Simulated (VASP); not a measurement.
# NaI in VASP: notebook

Aim: see how the results for NaI move with the level of theory and the settings. Levels: PBE, r2SCAN. Tasks: single point.

All numbers are computed with VASP 6.6.1; they aren't measurements. Logs are shortened: lines on timing, memory, paths and dates and some standing lists are left out, and cuts for length are marked.

## (1) The cell of the first run

The structure is trigonal, space group R-3m (No. 166). Conventional cell: a = 5.714 Å, b = 5.714 Å, c = 6.696 Å, α = 90.00°, β = 90.00°, γ = 120.00°. Na (site symmetry -3m) has 8 I at 3.35 to 3.48 Å and 6 Na at 3.98 Å within 4.4 Å. I (site symmetry -3m) has 8 Na at 3.35 to 3.48 Å and 6 I at 3.98 Å within 4.4 Å.

## (2) Single point, PBE (strain along [111] -4.3%)

Contents of INCAR:

```
ALGO = Normal
EDIFF = 1E-6
ENCUT = 520
GGA = PE
ISIF = 2
ISMEAR = -1
LASPH = True
LCHARG = False
LREAL = False
LWAVE = False
NBANDS = 14
NELM = 80
PREC = Accurate
SIGMA = 0.02
```

Contents of KPOINTS:

```
k-points
0
Gamma
  6 6 6
```

Contents of POSCAR:

```
NaI
1.0
    3.9823528068     -0.0581837261     -0.0581837261
   -0.0581837261      3.9823528068     -0.0581837261
   -0.0581837261     -0.0581837261      3.9823528068
Na I
1 1
Direct
    0.0000000000      0.0000000000      0.0000000000
    0.5000000000      0.5000000000      0.5000000000
```

Potentials or basis: VASP PAW PBE potentials, release 64 (Na_pv, I).

On the command line:

```bash
> cat potpaw_PBE.64/Na_pv/POTCAR potpaw_PBE.64/I/POTCAR > POTCAR
> mpirun -np 1 vasp_std > vasp.out
```

OUTCAR:

```text
EDIFF = 1E-6
   ENCUT = 520
   GGA = PE
   ISIF = 2
   ISMEAR = -1
   LASPH = True
   LREAL = False
   NELM = 80
   PREC = Accurate

 ion  position               nearest neighbor table
   1  0.000  0.000  0.000-
   2  0.500  0.500  0.500-

  LATTYP: Found a trigonal (rhomboedric) cell.
 ALAT       =     3.9832028030
 COS(alpha) =    -0.0289949370

  Lattice vectors:

 A1 = (   3.9823528068,  -0.0581837261,  -0.0581837261)
 A2 = (  -0.0581837261,   3.9823528068,  -0.0581837261)
 A3 = (  -0.0581837261,  -0.0581837261,   3.9823528068)

Analysis of symmetry for initial positions (statically):
=====================================================================
 Subroutine PRICEL returns:
 Original cell was already a primitive cell.

 Routine SETGRP: Setting up the symmetry group for a
 trigonal (rhombohedral) supercell.

 Subroutine GETGRP returns: Found 12 space group operations
 (whereof 12 operations were pure point group operations)
 out of a pool of 12 trial point group operations.

The static configuration has the point symmetry D_3d.

Analysis of symmetry for dynamics (positions and initial velocities):
=====================================================================
 Subroutine PRICEL returns:
 Original cell was already a primitive cell.

 Routine SETGRP: Setting up the symmetry group for a
 trigonal (rhombohedral) supercell.

 Subroutine GETGRP returns: Found 12 space group operations
 (whereof 12 operations were pure point group operations)
 out of a pool of 12 trial point group operations.

The dynamic configuration has the point symmetry D_3d.

 Subroutine INISYM returns: Found 12 space group operations
 (whereof 12 operations are pure point group operations),
 and found     1 'primitive' translations

----------------------------------------------------------------------------------------

                                     Primitive cell

  volume of cell :      63.1158

  direct lattice vectors                    reciprocal lattice vectors
     3.982352807 -0.058183726 -0.058183726     0.251216679  0.003724794  0.003724794
    -0.058183726  3.982352807 -0.058183726     0.003724794  0.251216679  0.003724794
    -0.058183726 -0.058183726  3.982352807     0.003724794  0.003724794  0.251216679

  length of vectors
     3.983202803  3.983202803  3.983202803     0.251271900  0.251271900  0.251271900

  position of ions in fractional coordinates (direct lattice)
     0.000000000  0.000000000  0.000000000
     0.500000000  0.500000000  0.500000000

  ion indices of the primitive-cell ions
   primitive index   ion index
                 1           1
                 2           2

----------------------------------------------------------------------------------------

 KPOINTS: k-points

Automatic generation of k-mesh.
 Grid dimensions read from file:
 generate k-points for:    6    6    6

 Generating k-lattice:

  Cartesian coordinates                     Fractional coordinates (reciprocal lattice)
     0.041869446  0.000620799  0.000620799     0.166666667 -0.000000000 -0.000000000
     0.000620799  0.041869446  0.000620799    -0.000000000  0.166666667 -0.000000000
     0.000620799  0.000620799  0.041869446    -0.000000000 -0.000000000  0.166666667

  Length of vectors
     0.041878650  0.041878650  0.041878650

  Shift w.r.t. Gamma in fractional coordinates (k-lattice)
     0.000000000  0.000000000  0.000000000

 Subroutine IBZKPT returns following result:
 ===========================================

 Found     32 irreducible k-points:

 Following reciprocal coordinates:
            Coordinates               Weight
  0.000000  0.000000  0.000000      1.000000
  0.166667 -0.000000  0.000000      6.000000
  0.333333 -0.000000 -0.000000      6.000000
  0.500000 -0.000000 -0.000000      3.000000
  0.166667  0.166667  0.000000      6.000000
  0.333333  0.166667 -0.000000     12.000000
[... 16 lines left out ...]
  0.500000  0.500000  0.166667      6.000000
 -0.333333  0.500000  0.166667     12.000000
 [... further k-points ...]
   k-points           NKPTS =     32   k-points in BZ     NKDIM =     32   number of bands    NBANDS=     14
   number of dos      NEDOS =    301   number of ions     NIONS =      2
   total plane-waves  NPLWV =  27000
   dimension x,y,z NGX =    30 NGY =   30 NGZ =   30
   dimension x,y,z NGXF=    60 NGYF=   60 NGZF=   60
   ions per type =               1   1
   NGX,Y,Z   is equivalent  to a cutoff of  12.52, 12.52, 12.52 a.u.
   NGXF,Y,Z  is equivalent  to a cutoff of  25.04, 25.04, 25.04 a.u.
 SYSTEM =  unknown system
   PREC   = accura    normal or accurate (medium, high low for compatibility)
   ISTART =      0    job   : 0-new  1-cont  2-samecut
   ICHARG =      2    charge: 1-file 2-atom 10-const
   ISPIN  =      1    spin polarized calculation?
   LNONCOLLINEAR =      F non collinear calculations
   LSORBIT =      F    spin-orbit coupling
   LASPH  =      T    aspherical Exc in radial PAW
   ENCUT  =  520.0 eV  38.22 Ry    6.18 a.u.   7.41  7.41  7.41*2*pi/ulx,y,z
   NELM   =     80;   NELMIN=  2; NELMDL= -5     # of ELM steps
   EDIFF  = 0.1E-05   stopping-criterion for ELM
   LREAL  =      F    real-space projection
   EDIFFG = 0.1E-04   stopping-criterion for IOM
   NSW    =      0    number of steps for IOM
   IBRION =     -1    ionic relax: 0-MD 1-quasi-New 2-CG
   NFREE  =      0    steps in history (QN), initial steepest desc. (CG)
   ISIF   =      2    stress and relaxation
   ISYM   =      2    0-nonsym 1-usesym 2-fastsym
   POTIM  = 0.5000    time-step for ionic-motion
   TEBEG  =    0.0;   TEEND  =   0.0 temperature during run
   PSTRESS=    0.0 pullay stress
   NELECT =      14.0000    total number of electrons
   NUPDOWN=      -1.0000    fix difference up-down
   EMIN   =  10.00;   EMAX   =-10.00  energy-range for DOS
   EFERMI =   0.00;   METHOD = LEGACY
   ISMEAR =    -1;   SIGMA  =   0.02  broadening in eV -4-tet -1-fermi 0-gaus
   EFERMI_NEDOS =   21; number of points for ismear=-14 and -15
   IALGO  =     38    algorithm
   IMIX   =      4    mixing-type and parameters
     AMIX     =   0.40;   BMIX     =  1.00
     AMIX_MAG =   1.60;   BMIX_MAG =  1.00
  volume/ion in A,a.u.               =      31.56       212.96
  Fermi-wavevector in a.u.,A,eV,Ry     =   0.990995  1.872709 13.361885  0.982071
  Thomas-Fermi vector in A             =   2.122705
   LORBIT       =      0    0 simple, 1 ext, 2 COOP (PROOUT), +10 PAW based schemes
   GGA     = PE    functional components
   LHFCALC =     F    Hartree Fock is set to
   AEXX    =    0.0000 exact exchange contribution
   IVDW    =     0    specifies the selected vdW correction
   LEPSILON=     F    determine dielectric tensor
   LRPA    =     F    only Hartree local field effects (RPA)
 non-spin polarized calculation
  energy-cutoff  :      520.00
  volume of cell :       63.12
 maximum number of plane-waves:      1719
 NGX is ok and might be reduce to    30
   NGX = 15   NGY = 15   NGZ = 15

 number of electron      13.9999996 magnetization

 Free energy of the ion-electron system (eV)
  ---------------------------------------------------
  ext. energy  EPLUGINS =         0.00000000
  ---------------------------------------------------
  free energy    TOTEN  =        -5.06069824 eV

  energy without entropy =       -5.06069824  energy(sigma->0) =       -5.06069824

 E-fermi :   2.8128     XC(G=0):  -8.0470

 val. band max:        2.3079623705   @ k =   0.5000   0.5000  -0.0000
 cond. band min:       4.6894056514   @ k =   0.0000   0.0000   0.0000
 fundamental gap:      2.3814432810
 Fermi energy:         2.8128459155

 k-point     1 :       0.0000    0.0000    0.0000
  band No.  band energies     occupation
      1     -21.3758      2.00000
      2     -21.3758      2.00000
      3     -21.3704      2.00000
      4      -9.6834      2.00000
      5       1.5085      2.00000
      6       1.6630      2.00000
      7       1.6630      2.00000
      8       4.6894      0.00000
      9       7.8170      0.00000
     10       7.8170      0.00000
     11      13.5627      0.00000
     12      13.5627      0.00000
     13      14.1019      0.00000
     14      14.1779      0.00000

 k-point     2 :       0.1667   -0.0000    0.0000
  band No.  band energies     occupation
      1     -21.3777      2.00000
      2     -21.3756      2.00000
      3     -21.3708      2.00000
      4      -9.5976      2.00000
      5       0.6227      2.00000
      6       1.6444      2.00000
      7       1.7440      2.00000
      8       5.3996      0.00000
      9       8.0483      0.00000
     10       8.6923      0.00000
     11      12.0919      0.00000
     12      12.1929      0.00000
     13      13.0008      0.00000
     14      14.3850      0.00000

 k-point     3 :       0.3333   -0.0000   -0.0000
  band No.  band energies     occupation
      1     -21.3821      2.00000
      2     -21.3751      2.00000
      3     -21.3708      2.00000
      4      -9.4126      2.00000
      5      -0.6646      2.00000
      6       1.8125      2.00000
      7       1.9177      2.00000
      8       6.3696      0.00000
      9       8.6966      0.00000
     10       9.3793      0.00000
     11      10.7711      0.00000
     12      10.8272      0.00000
     13      12.2488      0.00000
     14      13.3641      0.00000
[... 324 lines left out ...]
 k-point    23 :       0.5000    0.5000    0.1667
  band No.  band energies     occupation
      1     -21.3841      2.00000
      2     -21.3811      2.00000
      3     -21.3733      2.00000
      4      -8.9247      2.00000
      5      -0.3829      2.00000
      6      -0.3106      2.00000
      7       1.5974      2.00000
      8       5.2676      0.00000
      9       8.5720      0.00000
     10       8.7353      0.00000
     11      10.6841      0.00000
     12      12.0137      0.00000
     13      13.5395      0.00000
     14      13.7419      0.00000

 k-point    24 :      -0.3333    0.5000    0.1667
  band No.  band energies     occupation
      1     -21.3836      2.00000
      2     -21.3800      2.00000
      3     -21.3732      2.00000
      4      -9.0098      2.00000
      5      -0.5546      2.00000
      6       0.1322      2.00000
      7       1.4976      2.00000
      8       5.9390      0.00000
      9       8.3907      0.00000
     10       8.8215      0.00000
     11      10.5674      0.00000
     12      12.4713      0.00000
     13      12.9416      0.00000
     14      13.4783      0.00000

 [... further k-points ...]

------------------------ aborting loop because EDIFF is reached ----------------------------------------

  FORCE on cell =-STRESS in cart. coord.  units (eV):
  Direction    XX          YY          ZZ          XY          YZ          ZX
  --------------------------------------------------------------------------------------
  -------------------------------------------------------------------------------------
  Total        0.4756306      0.4756306      0.4756306     -0.0151197     -0.0151197     -0.0151197
  in kB       12.0737473     12.0737473     12.0737473     -0.3838081     -0.3838081     -0.3838081
  external PRESSURE =      12.0737473 kB  Pullay stress =       0.0000000 kB

 VOLUME and BASIS-vectors are now :
 -----------------------------------------------------------------------------
  energy-cutoff  :      520.00
  volume of cell :       63.12
      direct lattice vectors                 reciprocal lattice vectors
     3.982352807 -0.058183726 -0.058183726     0.251216679  0.003724794  0.003724794
    -0.058183726  3.982352807 -0.058183726     0.003724794  0.251216679  0.003724794
    -0.058183726 -0.058183726  3.982352807     0.003724794  0.003724794  0.251216679

 POSITION                                       TOTAL-FORCE (eV/Angst)
 -----------------------------------------------------------------------------------
      0.00000      0.00000      0.00000         0.000000      0.000000      0.000000
      1.93299      1.93299      1.93299        -0.000000     -0.000000      0.000000
 -----------------------------------------------------------------------------------
    total drift:                                0.000000     -0.000000     -0.000000

  FREE ENERGIE OF THE ION-ELECTRON SYSTEM (eV)
  ---------------------------------------------------
  free  energy   TOTEN  =        -5.0606982414 eV

  energy  without entropy=       -5.0606982414  energy(sigma->0) =       -5.06069824
```

Wall time 9.1 s (1 thread of Intel Xeon 6975P-C (Granite Rapids), shared host); peak memory 0.17 GiB.

What came out:

| Property | Result |
| --- | --- |
| Free energy | -5.0607 eV |
| Pressure | 1.2 GPa |
| Band gap on the k mesh | 2.38 eV (least direct gap 2.72 eV) |

Levels at points of the mesh, in eV from the valence-band top:
```
           k point  band 4  band 5  band 6  band 7  band 8  band 9  band 10  band 11
(0.00, 0.00, 0.00)  -11.99   -0.80   -0.64   -0.64    2.38    5.51     5.51    11.25
(0.50, 0.00, 0.00)  -11.62   -3.49   -0.40   -0.30    4.70    6.52     6.97     7.91
(0.50, 0.50, 0.00)  -11.30   -2.81   -2.73    0.00    2.72    7.02     8.32     8.53
(0.50, 0.50, 0.50)  -11.00   -2.28   -2.28   -2.20    4.02    4.02     4.31     6.71
```

Caveat: the cell differs from its parent crystal (strain along [111] -4.3%); spin-orbit coupling is left out, which moves the levels of the heavy elements.

## (3) Single point, PBE (biaxial xy strain -1.7%)

Contents of INCAR:

```
SYSTEM = NaI
  PREC = Accurate
  ENCUT = 520
  EDIFF = 1E-7
  ISMEAR = -1
  SIGMA = 0.02
  LREAL = .False.
  LASPH = .True.
  NELM = 100
  ALGO = Normal
  ISIF = 2
  LWAVE = .False.
  LCHARG = .False.
  GGA = PE
  NBANDS = 14
```

Contents of KPOINTS:

```
regular mesh
0
Gamma
  6 6 6
  0 0 0
```

Contents of POSCAR:

```
NaI
1.0
    3.9714433582      0.0000000000      0.0000000000
    0.0000000000      3.9714433582      0.0000000000
    0.0000000000      0.0000000000      4.0405365329
Na I
1 1
Direct
    0.0000000000      0.0000000000      0.0000000000
    0.5000000000      0.5000000000      0.5000000000
```

Potentials or basis: VASP PAW PBE potentials, release 64 (Na_pv, I).

On the command line:

```bash
> cat potpaw_PBE.64/Na_pv/POTCAR potpaw_PBE.64/I/POTCAR > POTCAR
> mpirun -np 1 vasp_std > vasp.out
```

Wall time 13 s (1 thread of Intel Xeon 6975P-C (Granite Rapids), shared host); peak memory 0.18 GiB.

The run converged. Its results:

```
Free energy            : -5.0619 eV
Pressure               : 1.0 GPa
Band gap on the k mesh : 2.30 eV (least direct gap 2.65 eV)
```

Stress tensor (GPa, compression positive):
```
1.27 0.00 0.00
0.00 1.27 0.00
0.00 0.00 0.37
```

Levels at points of the mesh, in eV from the valence-band top:
| k point | band 5 | band 6 | band 7 | band 8 | band 9 | band 10 |
| --- | --- | --- | --- | --- | --- | --- |
| (0.00, 0.00, 0.00) | -0.84 | -0.68 | -0.68 | 2.30 | 5.42 | 5.53 |
| (0.50, 0.00, 0.00) | -3.49 | -0.48 | -0.32 | 4.61 | 6.41 | 6.97 |
| (0.50, 0.50, 0.00) | -2.77 | -2.77 | -0.12 | 2.73 | 6.91 | 8.26 |
| (0.00, 0.00, 0.50) | -3.48 | -0.36 | -0.36 | 4.68 | 6.41 | 6.97 |
| (0.50, 0.00, 0.50) | -2.82 | -2.75 | 0.00 | 2.65 | 7.03 | 8.34 |
| (0.50, 0.50, 0.50) | -2.29 | -2.29 | -2.22 | 4.07 | 4.07 | 4.07 |

Caveat: the cell differs from its parent crystal (biaxial xy strain -1.7%); spin-orbit coupling is left out, which moves the levels of the heavy elements. A k mesh can miss the band edges.

## (4) Single point, PBE (uniaxial x strain +5.4%)

Contents of INCAR:

```
PREC = Accurate
ENCUT = 520
EDIFF = 1E-6
ISMEAR = -1
SIGMA = 0.02
LREAL = F
LASPH = T
NELM = 80
ALGO = Normal
ISIF = 2
LWAVE = F
LCHARG = T
GGA = PE
LELF = T
LVHAR = T
NBANDS = 14
```

Contents of KPOINTS:

```
Automatic mesh
0
Gamma
  6 6 6
```

Contents of POSCAR:

```
NaI
1.0
    4.2603417203      0.0000000000      0.0000000000
    0.0000000000      4.0405365329      0.0000000000
    0.0000000000      0.0000000000      4.0405365329
Na I
1 1
Direct
    0.0000000000      0.0000000000      0.0000000000
    0.5000000000      0.5000000000      0.5000000000
```

On the command line:

```bash
> cat potpaw_PBE.64/Na_pv/POTCAR potpaw_PBE.64/I/POTCAR > POTCAR
> mpirun -np 1 vasp_std > vasp.out
```

Run time: 9.8 s. Hardware: 1 thread of Intel Xeon 6975P-C (Granite Rapids), shared host; peak memory 0.19 GiB.

It converged, with:

```
Free energy            : -5.0525 eV
Pressure               : -0.5 GPa
Band gap on the k mesh : 2.07 eV (least direct gap 2.62 eV)
```

Stress tensor (GPa, compression positive):
```
-1.97  0.00  0.00
 0.00  0.26  0.00
 0.00  0.00  0.26
```

Levels at points of the mesh, in eV from the valence-band top:
```
           k point  band 3  band 4  band 5  band 6  band 7  band 8  band 9  band 10  band 11  band 12
(0.00, 0.00, 0.00)  -23.85  -11.74   -1.00   -0.55   -0.55    2.07    5.45     5.75    10.46    10.94
(0.50, 0.00, 0.00)  -23.85  -11.52   -3.12   -0.32   -0.32    4.58    5.87     7.02     7.93     7.93
(0.00, 0.50, 0.00)  -23.85  -11.42   -3.13   -0.65   -0.23    4.36    5.90     7.03     7.25     8.07
(0.50, 0.50, 0.00)  -23.85  -11.24   -2.59   -2.42    0.00    2.68    6.97     7.89     8.21     8.94
(0.00, 0.50, 0.50)  -23.85  -11.14   -2.47   -2.47   -0.31    2.92    6.62     7.72     7.72     8.33
(0.50, 0.50, 0.50)  -23.85  -10.97   -2.09   -2.09   -1.91    4.15    4.15     4.18     6.28    12.30
```

Caveat: the cell differs from its parent crystal (uniaxial x strain +5.4%); spin-orbit coupling is left out, which moves the levels of the heavy elements. A k mesh can miss the band edges.

## (5) Single point, r2SCAN (strain along [111] -4.3%)

Contents of POSCAR:

```
NaI
1.0
    3.9823528068     -0.0581837261     -0.0581837261
   -0.0581837261      3.9823528068     -0.0581837261
   -0.0581837261     -0.0581837261      3.9823528068
Na I
1 1
Direct
    0.0000000000      0.0000000000      0.0000000000
    0.5000000000      0.5000000000      0.5000000000
```

Contents of INCAR.step1:

```
PREC = Accurate
ENCUT = 520
ISMEAR = 0
SIGMA = 0.01
LREAL = False
LASPH = True
NELM = 80
NBANDS = 14
GGA = PE
ALGO = Normal
EDIFF = 1E-4
LWAVE = True
LCHARG = False
```

Contents of INCAR.step2:

```
PREC = Accurate
ENCUT = 520
EDIFF = 1E-6
ISMEAR = 0
SIGMA = 0.01
LREAL = False
LASPH = True
NELM = 80
ALGO = Normal
ISIF = 2
LWAVE = False
LCHARG = False
METAGGA = R2SCAN
LMIXTAU = True
NBANDS = 14
ISTART = 1
```

KPOINTS is that of step 4.

On the command line:

```bash
> cat potpaw_PBE.64/Na_pv/POTCAR potpaw_PBE.64/I/POTCAR > POTCAR
> cp INCAR.step1 INCAR
> mpirun -np 1 vasp_std > vasp.out
> cp INCAR.step2 INCAR
> mpirun -np 1 vasp_std > vasp.out
```

Wall time 43 s (1 thread of Intel Xeon 6975P-C (Granite Rapids), shared host); peak memory 0.18 GiB.

The run converged. Its results:

```
Free energy            : -30.7251 eV
Pressure               : 0.9 GPa
Band gap on the k mesh : 3.17 eV (least direct gap 3.29 eV)
```

Stress tensor (GPa, compression positive):
```
 0.86 -0.07 -0.07
-0.07  0.86 -0.07
-0.07 -0.07  0.86
```

Levels at points of the mesh, in eV from the valence-band top:
```tsv
k point	band 4	band 5	band 6	band 7	band 8	band 9	band 10	band 11
(0.00, 0.00, 0.00)	-12.36	-0.82	-0.67	-0.67	3.17	6.03	6.03	12.27
(0.50, 0.00, 0.00)	-11.96	-3.52	-0.42	-0.31	5.39	7.40	7.58	8.53
(0.50, 0.50, 0.00)	-11.62	-2.87	-2.79	0.00	3.29	7.70	9.10	9.32
(0.50, 0.50, 0.50)	-11.29	-2.34	-2.34	-2.26	4.49	4.49	4.81	7.72
```

Caveat: the cell differs from its parent crystal (strain along [111] -4.3%); the PAW data sets were made with another functional, which shifts forces and pressure a little; spin-orbit coupling is left out, which moves the levels of the heavy elements. A k mesh can miss the band edges.

## (6) Overview

| level | cell | smearing | gap on the mesh (eV) | pressure (GPa) |
| --- | --- | --- | --- | --- |
| PBE | a = 3.983 Å, angles 91.7°, 2 atoms | fermi-dirac 0.02 eV | 2.38 | 1.2 |
| PBE | a = 3.971, b = 3.971, c = 4.041 Å, 2 atoms | fermi-dirac 0.02 eV | 2.30 | 1.0 |
| PBE | a = 4.260, b = 4.041, c = 4.041 Å, 2 atoms | fermi-dirac 0.02 eV | 2.07 | -0.5 |
| r2SCAN | a = 3.983 Å, angles 91.7°, 2 atoms | gaussian 0.01 eV | 3.17 | 0.9 |

Alike in all rows: task single point; potentials or basis VASP PAW PBE potentials, release 64 (Na_pv, I); no spin polarisation; k mesh 6 × 6 × 6; cutoff (eV) 520.

Caveats: spin-orbit coupling is left out, which moves the levels of the heavy elements; the PAW data sets were made with another functional, which shifts forces and pressure a little (at least some runs).

Total energies depend on the potentials used, so only differences within one code and one set of settings carry meaning.
